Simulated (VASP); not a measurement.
Set up this calculation in VASP 6.6.1, as the native input.

| Item | Value |
| --- | --- |
| Task | single point |
| Functional | PBE |
| Potentials or basis | VASP PAW PBE potentials, release 64 (Zr_sv, Si, Ge_d, Pd) |
| Cutoff | 500 eV |
| k mesh | 8 × 8 × 2 |
| Occupations | gaussian, width 0.1 eV |
| Spin | no spin polarisation |
| Dipole correction | no |
| Further INCAR settings | ALGO = Normal; EDIFF = 1e-06; NBANDS = 78 |

The structure of Zr2Si4GePd lies in POSCAR:

```
Zr2Si4GePd
1.0
    3.8649645889      0.0000000000      0.0005327308
    0.0000000000      3.7032593300      0.0000000000
   -0.5192112594      0.0000000000     20.4119509060
Zr Si Ge Pd
4 8 2 2
Direct
    0.2710568464      0.7500000000      0.6513402396
    0.7289431536      0.2500000000      0.3486597604
    0.2376083171      0.2500000000      0.2045449785
    0.7623916829      0.7500000000      0.7954550215
    0.2512728776      0.2500000000      0.5026531942
    0.7487271224      0.7500000000      0.4973468058
    0.7722481497      0.2500000000      0.6921473912
    0.2277518503      0.7500000000      0.3078526088
    0.4954367985      0.7500000000      0.0350745372
    0.5045632015      0.2500000000      0.9649254628
    0.2714516345      0.2500000000      0.7615371483
    0.7285483655      0.7500000000      0.2384628517
    0.0042409370      0.2500000000      0.8941424405
    0.9957590630      0.7500000000      0.1058575595
    0.2388843430      0.7500000000      0.4242729206
    0.7611156570      0.2500000000      0.5757270794
```

One way to write it, as run:

INCAR

```
  PREC = Accurate
  ENCUT = 500
  EDIFF = 1E-6
  ISMEAR = 0
  SIGMA = 0.1
  LREAL = F
  LASPH = T
  NELM = 120
  ALGO = Normal
  ISIF = 2
  LWAVE = F
  LCHARG = F
  GGA = PE
  NBANDS = 78
  GGA_COMPAT = F
```

KPOINTS

```
Automatic mesh
0
Gamma
  8 8 2
```

Potentials or basis: VASP PAW PBE potentials, release 64 (Zr_sv, Si, Ge_d, Pd).

Run with:

```sh
$ cat potpaw_PBE.64/Zr_sv/POTCAR potpaw_PBE.64/Si/POTCAR potpaw_PBE.64/Ge_d/POTCAR potpaw_PBE.64/Pd/POTCAR > POTCAR
$ mpirun -np 1 vasp_std > vasp.out
```

Results of the run:

* Pressure: 0.0 GPa
* Largest force: 0.012 eV/Å
* Band gap on the k mesh: zero (bands 64 and 65 overlap by 0.60 eV)

It took 33 min on 1 thread of Oxide Virtual Turin-like Processor, on a shared host, peak memory 0.89 GiB.
